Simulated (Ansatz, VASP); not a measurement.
**Two plane-wave programs on Y3C2**

```
Y C
1.0
     2.74065   -5.75770    0.00000
     2.74065    5.75770    0.00000
     0.00000    0.00000    3.29939
Y C
3 2
Direct
  0.00000 0.00000 0.50000
  0.65205 0.34795 0.50000
  0.34795 0.65205 0.50000
  0.63147 0.63147 0.00000
  0.36853 0.36853 0.00000
```

Alike in both runs: functional PBE; k mesh 4 × 4 × 6; occupations gaussian, width 0.1 eV; no spin polarisation.

Ansatz relaxed the structure, and its values are those at the end. VASP's run is a single point on that final structure, the one shown.

|  | VASP | Ansatz |
| --- | --- | --- |
| version | VASP 6.6.1 | Ansatz 0.2.0 |
| potentials or method | VASP PAW PBE potentials, release 64 (Y_sv, C), cutoff 520 eV | scalar-relativistic, plane waves, PAW |
| valence electrons in the cell | 41 | 41 |

|  | VASP | Ansatz | Ansatz less VASP |
| --- | --- | --- | --- |
| gap on the k mesh at the Fermi level (eV) | none | none | - |
| pressure (GPa) | 0.0 | 0.0 | +0.01 |
| rms of the force components (eV/Å) | 0.036 | 0.012 | -0.0238 |

A gap of «none» marks a metal or a gap that the smearing closes. With one functional, cell and mesh, what is left measures potentials, basis and numerics.
